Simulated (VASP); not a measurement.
**C: single point with PBEsol**

C:

```
C
1.0
     0.00000    1.77683    1.77683
     1.77683    0.00000    1.77683
     1.77683    1.77683    0.00000
C
2
Direct
  0.00000 0.00000 0.00000
  0.25000 0.25000 0.25000
```

```
Program             : VASP 6.6.1
Task                : single point
Functional          : PBEsol
Potentials or basis : VASP PAW PBE potentials, release 64 (C)
Cutoff              : 600 eV
k mesh              : 6 × 6 × 6
Occupations         : gaussian, width 0.02 eV
Spin                : no spin polarisation
```

* Pressure: 0.6 GPa
* Band gap on the k mesh: 4.06 eV, indirect (least direct gap 5.57 eV)

Levels at points of the mesh, in eV from the valence-band top:
```
           k point  band 1  band 2  band 3  band 4  band 5  band 6  band 7  band 8
(0.00, 0.00, 0.00)  -21.67    0.00    0.00    0.00    5.57    5.57    5.57   13.62
(0.50, 0.00, 0.00)  -15.78  -13.59   -2.84   -2.84    8.43    8.43    8.99   15.59
(0.50, 0.50, 0.00)  -12.86  -12.86   -6.41   -6.41    4.62    4.62   16.95   16.95
```

Wall time 5.5 s on 1 thread of AMD EPYC 7R13 (shared host), peak memory 0.08 GiB.

Caveat: the k points lie up to 0.51 Å⁻¹ apart; the PAW data sets were made with another functional, which shifts forces and pressure a little. A k mesh can miss the band edges.
